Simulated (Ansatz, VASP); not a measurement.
# Two plane-wave programs on WSe2

```
W Se
1.0
     3.22120    0.00000    0.00000
    -1.61060    2.78964    0.00000
     0.00000    0.00000   16.91114
W Se
1 2
Direct
  0.00000 0.00000 0.00000
  0.33333 0.66667 0.10040
  0.33333 0.66667 0.89960
```

Change from the starting cell: strain -0.015 along x and y, +0.015 along z, atoms carried along.

Alike in both runs: task single point; functional PBEsol; k mesh 12 × 12 × 2; occupations gaussian, width 0.05 eV; no spin polarisation.

```csv
,VASP,Ansatz
version,VASP 6.6.1,Ansatz 0.2.0
potentials or method,"VASP PAW PBE potentials, release 64 (W_sv, Se), cutoff 520 eV","scalar-relativistic, plane waves, PAW"
valence electrons in the cell,26,46
```

Ansatz gave:

```
gap on the k mesh at the Fermi level (eV) : 1.58
least direct gap on the mesh (eV)         : 1.92
rms of the force components (eV/Å)        : 0.051
```

Estimate VASP's values.

gap on the k mesh at the Fermi level (eV): 1.58; least direct gap on the mesh (eV): 1.92; rms of the force components (eV/Å): 0.022.

VASP's potentials were made for PBE, not for PBEsol. Atom by atom the forces differ by 0.030 eV/Å (rms over components). VASP's potentials hold 26 valence electrons a cell and Ansatz's 46, so a difference there can come from the potentials and not from the codes.

Spin-orbit coupling is off throughout.
